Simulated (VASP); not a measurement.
# GeW (Fm-3m) in VASP: a series of runs

Runs on GeW. Level: PBE. Tasks: single point.

Everything below comes from runs of VASP 6.6.1. Logs are shortened: lines on timing, memory, paths and dates and some standing lists are left out, and cuts for length are marked.

### Step 1. The cell of the first run

Symmetry: Fm-3m, No. 225, cubic system. The conventional cell has a = 5.155 Å, b = 5.155 Å, c = 5.155 Å, α = 90.00°, β = 90.00°, γ = 90.00°. Ge (site symmetry m-3m) has 6 W at 2.58 Å within 3.4 Å. W (site symmetry m-3m) has 6 Ge at 2.58 Å within 3.4 Å.

### Step 2. Single point, PBE

INCAR reads:

```
PREC     = Accurate       # precision mode
ENCUT    = 520            # plane-wave cutoff, eV
EDIFF    = 1E-6           # SCF threshold, eV
ISMEAR   = -1             # smearing method
SIGMA    = 0.05           # smearing width, eV
LREAL    = False          # projectors in reciprocal space
LASPH    = True           # aspherical terms in the spheres
NELM     = 80             # most SCF steps
ALGO     = Normal         # electronic algorithm
ISIF     = 2              # what is computed and relaxed
LWAVE    = False          # write WAVECAR
LCHARG   = True           # write CHGCAR
GGA      = PE             # functional
LELF     = True           # ELF
LVHAR    = True         
NBANDS   = 21             # bands
```

KPOINTS reads:

```
Automatic mesh
0
Gamma
  9 9 9
```

POSCAR reads:

```
GeW
1.0
    0.0000000000      2.5776100000      2.5776100000
    2.5776100000      0.0000000000      2.5776100000
    2.5776100000      2.5776100000      0.0000000000
Ge W
1 1
Direct
    0.5000000000      0.5000000000      0.5000000000
    0.0000000000      0.0000000000      0.0000000000
```

Potentials or basis: VASP PAW PBE potentials, release 64 (Ge_d, W_sv).

On the command line:

```sh
$ cat potpaw_PBE.64/Ge_d/POTCAR potpaw_PBE.64/W_sv/POTCAR > POTCAR
$ mpirun -np 1 vasp_std > vasp.out
```

OUTCAR:

```text
PREC = Accurate
   ENCUT = 520
   EDIFF = 1E-6
   ISMEAR = -1
   LREAL = False
   LASPH = True
   NELM = 80
   ISIF = 2
   GGA = PE

 ion  position               nearest neighbor table
   1  0.500  0.500  0.500-   2 2.58   2 2.58   2 2.58   2 2.58   2 2.58   2 2.58
   2  0.000  0.000  0.000-   1 2.58   1 2.58   1 2.58   1 2.58   1 2.58   1 2.58

  LATTYP: Found a face centered cubic cell.
 ALAT       =     5.1552200000

  Lattice vectors:

 A1 = (   0.0000000000,   2.5776100000,   2.5776100000)
 A2 = (   2.5776100000,   0.0000000000,   2.5776100000)
 A3 = (   2.5776100000,   2.5776100000,   0.0000000000)

Analysis of symmetry for initial positions (statically):
=====================================================================
 Subroutine PRICEL returns:
 Original cell was already a primitive cell.

 Routine SETGRP: Setting up the symmetry group for a
 face centered cubic supercell.

 Subroutine GETGRP returns: Found 48 space group operations
 (whereof 48 operations were pure point group operations)
 out of a pool of 48 trial point group operations.

The static configuration has the point symmetry O_h .

Analysis of symmetry for dynamics (positions and initial velocities):
=====================================================================
 Subroutine PRICEL returns:
 Original cell was already a primitive cell.

 Routine SETGRP: Setting up the symmetry group for a
 face centered cubic supercell.

 Subroutine GETGRP returns: Found 48 space group operations
 (whereof 48 operations were pure point group operations)
 out of a pool of 48 trial point group operations.

The dynamic configuration has the point symmetry O_h .

 Subroutine INISYM returns: Found 48 space group operations
 (whereof 48 operations are pure point group operations),
 and found     1 'primitive' translations

----------------------------------------------------------------------------------------

                                     Primitive cell

  volume of cell :      34.2517

  direct lattice vectors                    reciprocal lattice vectors
     0.000000000  2.577610000  2.577610000    -0.193978143  0.193978143  0.193978143
     2.577610000  0.000000000  2.577610000     0.193978143 -0.193978143  0.193978143
     2.577610000  2.577610000  0.000000000     0.193978143  0.193978143 -0.193978143

  length of vectors
     3.645291021  3.645291021  3.645291021     0.335979998  0.335979998  0.335979998

  position of ions in fractional coordinates (direct lattice)
     0.500000000  0.500000000  0.500000000
     0.000000000  0.000000000  0.000000000

  ion indices of the primitive-cell ions
   primitive index   ion index
                 1           1
                 2           2

----------------------------------------------------------------------------------------

 KPOINTS: Automatic mesh

Automatic generation of k-mesh.
 Grid dimensions read from file:
 generate k-points for:    9    9    9

 Generating k-lattice:

  Cartesian coordinates                     Fractional coordinates (reciprocal lattice)
    -0.021553127  0.021553127  0.021553127     0.111111111  0.000000000  0.000000000
     0.021553127 -0.021553127  0.021553127     0.000000000  0.111111111  0.000000000
     0.021553127  0.021553127 -0.021553127     0.000000000  0.000000000  0.111111111

  Length of vectors
     0.037331111  0.037331111  0.037331111

  Shift w.r.t. Gamma in fractional coordinates (k-lattice)
     0.000000000  0.000000000  0.000000000

 Subroutine IBZKPT returns following result:
 ===========================================

 Found     35 irreducible k-points:

 Following reciprocal coordinates:
            Coordinates               Weight
  0.000000  0.000000  0.000000      1.000000
  0.111111  0.000000  0.000000      8.000000
  0.222222  0.000000  0.000000      8.000000
  0.333333  0.000000  0.000000      8.000000
  0.444444  0.000000  0.000000      8.000000
  0.111111  0.111111  0.000000      6.000000
[... 16 lines left out ...]
 -0.333333  0.333333  0.000000     12.000000
  0.444444  0.444444  0.000000      6.000000
 [... further k-points ...]
   k-points           NKPTS =     35   k-points in BZ     NKDIM =     35   number of bands    NBANDS=     21
   number of dos      NEDOS =    301   number of ions     NIONS =      2
   total plane-waves  NPLWV =  21952
   dimension x,y,z NGX =    28 NGY =   28 NGZ =   28
   dimension x,y,z NGXF=    56 NGYF=   56 NGZF=   56
   ions per type =               1   1
   NGX,Y,Z   is equivalent  to a cutoff of  12.77, 12.77, 12.77 a.u.
   NGXF,Y,Z  is equivalent  to a cutoff of  25.54, 25.54, 25.54 a.u.
 SYSTEM =  unknown system
   PREC   = accura    normal or accurate (medium, high low for compatibility)
   ISTART =      0    job   : 0-new  1-cont  2-samecut
   ICHARG =      2    charge: 1-file 2-atom 10-const
   ISPIN  =      1    spin polarized calculation?
   LNONCOLLINEAR =      F non collinear calculations
   LSORBIT =      F    spin-orbit coupling
   LASPH  =      T    aspherical Exc in radial PAW
   ENCUT  =  520.0 eV  38.22 Ry    6.18 a.u.   6.78  6.78  6.78*2*pi/ulx,y,z
   NELM   =     80;   NELMIN=  2; NELMDL= -5     # of ELM steps
   EDIFF  = 0.1E-05   stopping-criterion for ELM
   LREAL  =      F    real-space projection
   EDIFFG = 0.1E-04   stopping-criterion for IOM
   NSW    =      0    number of steps for IOM
   IBRION =     -1    ionic relax: 0-MD 1-quasi-New 2-CG
   NFREE  =      0    steps in history (QN), initial steepest desc. (CG)
   ISIF   =      2    stress and relaxation
   ISYM   =      2    0-nonsym 1-usesym 2-fastsym
   POTIM  = 0.5000    time-step for ionic-motion
   TEBEG  =    0.0;   TEEND  =   0.0 temperature during run
   PSTRESS=    0.0 pullay stress
   NELECT =      28.0000    total number of electrons
   NUPDOWN=      -1.0000    fix difference up-down
   EMIN   =  10.00;   EMAX   =-10.00  energy-range for DOS
   EFERMI =   0.00;   METHOD = LEGACY
   ISMEAR =    -1;   SIGMA  =   0.05  broadening in eV -4-tet -1-fermi 0-gaus
   EFERMI_NEDOS =   21; number of points for ismear=-14 and -15
   IALGO  =     38    algorithm
   IMIX   =      4    mixing-type and parameters
     AMIX     =   0.40;   BMIX     =  1.00
     AMIX_MAG =   1.60;   BMIX_MAG =  1.00
  volume/ion in A,a.u.               =      17.13       115.57
  Fermi-wavevector in a.u.,A,eV,Ry     =   1.530736  2.892672 31.880529  2.343153
  Thomas-Fermi vector in A             =   2.638178
   LORBIT       =      0    0 simple, 1 ext, 2 COOP (PROOUT), +10 PAW based schemes
   GGA     = PE    functional components
   LHFCALC =     F    Hartree Fock is set to
   AEXX    =    0.0000 exact exchange contribution
   IVDW    =     0    specifies the selected vdW correction
   LEPSILON=     F    determine dielectric tensor
   LRPA    =     F    only Hartree local field effects (RPA)
 non-spin polarized calculation
  energy-cutoff  :      520.00
  volume of cell :       34.25
 maximum number of plane-waves:       944
   NGX = 13   NGY = 13   NGZ = 13

 number of electron      27.9999991 magnetization

 Free energy of the ion-electron system (eV)
  ---------------------------------------------------
  ext. energy  EPLUGINS =         0.00000000
  ---------------------------------------------------
  free energy    TOTEN  =       -15.71624285 eV

  energy without entropy =      -15.69233397  energy(sigma->0) =      -15.70428841

 E-fermi :   9.0580     XC(G=0): -12.4188

 val. band max:        9.0264680203   @ k =  -0.3333   0.3333   0.1111
 cond. band min:       9.0613825705   @ k =   0.3333   0.1111   0.0000
 fundamental gap:      0.0349145502
 Fermi energy:         9.0580299632

 k-point     1 :       0.0000    0.0000    0.0000
  band No.  band energies     occupation
      1     -65.4401      2.00000
      2     -29.6271      2.00000
      3     -29.6271      2.00000
      4     -29.6271      2.00000
      5     -15.3990      2.00000
      6     -15.3990      2.00000
[... 13 lines left out ...]
     20      17.2728      0.00000
     21      24.2044      0.00000

 k-point     2 :       0.1111    0.0000    0.0000
  band No.  band energies     occupation
      1     -65.4397      2.00000
      2     -29.6391      2.00000
      3     -29.6293      2.00000
      4     -29.6293      2.00000
      5     -15.3946      2.00000
      6     -15.3946      2.00000
[... 13 lines left out ...]
     20      17.7246      0.00000
     21      21.9229      0.00000

 k-point     3 :       0.2222    0.0000    0.0000
  band No.  band energies     occupation
      1     -65.4387      2.00000
      2     -29.6695      2.00000
      3     -29.6348      2.00000
      4     -29.6348      2.00000
      5     -15.3836      2.00000
      6     -15.3836      2.00000
[... 13 lines left out ...]
     20      19.5731      0.00000
     21      20.6761      0.00000

 k-point     4 :       0.3333    0.0000    0.0000
  band No.  band energies     occupation
      1     -65.4376      2.00000
      2     -29.7037      2.00000
      3     -29.6410      2.00000
      4     -29.6410      2.00000
      5     -15.3711      2.00000
      6     -15.3711      2.00000
[... 13 lines left out ...]
     20      18.8407      0.00000
     21      18.8407      0.00000

 k-point     5 :       0.4444    0.0000    0.0000
  band No.  band energies     occupation
      1     -65.4369      2.00000
      2     -29.7259      2.00000
      3     -29.6451      2.00000
      4     -29.6451      2.00000
      5     -15.3631      2.00000
      6     -15.3631      2.00000
[... 13 lines left out ...]
     20      18.1628      0.00000
     21      18.1628      0.00000
[... 382 lines left out ...]
     20      20.1854      0.00000
     21      22.2945      0.00000

 k-point    22 :      -0.4444    0.3333    0.0000
  band No.  band energies     occupation
      1     -65.4360      2.00000
      2     -29.7067      2.00000
      3     -29.6790      2.00000
      4     -29.6590      2.00000
      5     -15.3868      2.00000
      6     -15.3759      2.00000
[... 13 lines left out ...]
     20      19.8484      0.00000
     21      21.4846      0.00000

 k-point    23 :      -0.3333    0.3333    0.0000
  band No.  band energies     occupation
      1     -65.4361      2.00000
      2     -29.6966      2.00000
      3     -29.6919      2.00000
      4     -29.6549      2.00000
      5     -15.3850      2.00000
      6     -15.3664      2.00000
[... 13 lines left out ...]
     20      20.0358      0.00000
     21      20.5044      0.00000

 k-point    24 :       0.4444    0.4444    0.0000
  band No.  band energies     occupation
      1     -65.4360      2.00000
      2     -29.7151      2.00000
      3     -29.6631      2.00000
      4     -29.6631      2.00000
      5     -15.3921      2.00000
      6     -15.3876      2.00000
[... 13 lines left out ...]
     20      20.8912      0.00000
     21      23.8870      0.00000

 [... further k-points ...]

------------------------ aborting loop because EDIFF is reached ----------------------------------------

  FORCE on cell =-STRESS in cart. coord.  units (eV):
  Direction    XX          YY          ZZ          XY          YZ          ZX
  --------------------------------------------------------------------------------------
  -------------------------------------------------------------------------------------
  Total        0.0933214      0.0933214      0.0933214      0.0000000     -0.0000000     -0.0000000
  in kB        4.3652614      4.3652614      4.3652614      0.0000000     -0.0000000     -0.0000000
  external PRESSURE =       4.3652614 kB  Pullay stress =       0.0000000 kB

 VOLUME and BASIS-vectors are now :
 -----------------------------------------------------------------------------
  energy-cutoff  :      520.00
  volume of cell :       34.25
      direct lattice vectors                 reciprocal lattice vectors
     0.000000000  2.577610000  2.577610000    -0.193978143  0.193978143  0.193978143
     2.577610000  0.000000000  2.577610000     0.193978143 -0.193978143  0.193978143
     2.577610000  2.577610000  0.000000000     0.193978143  0.193978143 -0.193978143

 POSITION                                       TOTAL-FORCE (eV/Angst)
 -----------------------------------------------------------------------------------
      2.57761      2.57761      2.57761         0.000000     -0.000000     -0.000000
      0.00000      0.00000      0.00000         0.000000      0.000000      0.000000
 -----------------------------------------------------------------------------------
    total drift:                                0.000000      0.000000      0.000000

  FREE ENERGIE OF THE ION-ELECTRON SYSTEM (eV)
  ---------------------------------------------------
  free  energy   TOTEN  =       -15.7162428511 eV

  energy  without entropy=      -15.6923339707  energy(sigma->0) =      -15.70428841
```

Wall time 11 s (1 thread of Intel Xeon 6975P-C (Granite Rapids), shared host); peak memory 0.17 GiB.

Results:

```
Free energy            : -15.7162 eV
Pressure               : 0.4 GPa
Band gap on the k mesh : zero (band 14 reaches 9.60 eV, above the bottom of band 15 at 7.89 eV)
```

Caveat: spin-orbit coupling is left out, which moves the levels of the heavy elements.

[end of part 1 of 2]
